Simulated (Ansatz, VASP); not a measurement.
## TiB2 in VASP and in Ansatz

```
CELL_PARAMETERS angstrom
-1.55547 1.55547 5.27125
1.55547 -1.55547 5.27125
1.55547 1.55547 -5.27125
ATOMIC_POSITIONS crystal
Ti 0.00000 0.00000 0.00000
Ti 0.75000 0.25000 0.50000
B 0.41698 0.41698 0.00000
B 0.16698 0.66698 0.50000
B 0.33302 0.83302 0.50000
B 0.58302 0.58302 0.00000
```

Alike in both runs: functional PBE; k mesh 16 × 16 × 16; occupations gaussian, width 0.1 eV; no spin polarisation.

Ansatz relaxed the structure, and its values are those at the end. VASP's run is a single point on that final structure, the one shown.

```csv
,VASP,Ansatz
version,VASP 6.6.1,Ansatz 0.2.0
potentials or method,"VASP PAW PBE potentials, release 64 (Ti_sv, B), cutoff 520 eV","scalar-relativistic, plane waves, PAW"
valence electrons in the cell,36,36
```

```tsv
	VASP	Ansatz	Ansatz less VASP
gap on the k mesh at the Fermi level (eV)	none	none	-
pressure (GPa)	0.2	0.0	-0.18
```

A gap of «none» marks a metal or a gap that the smearing closes. With one functional, cell and mesh, what is left measures potentials, basis and numerics.
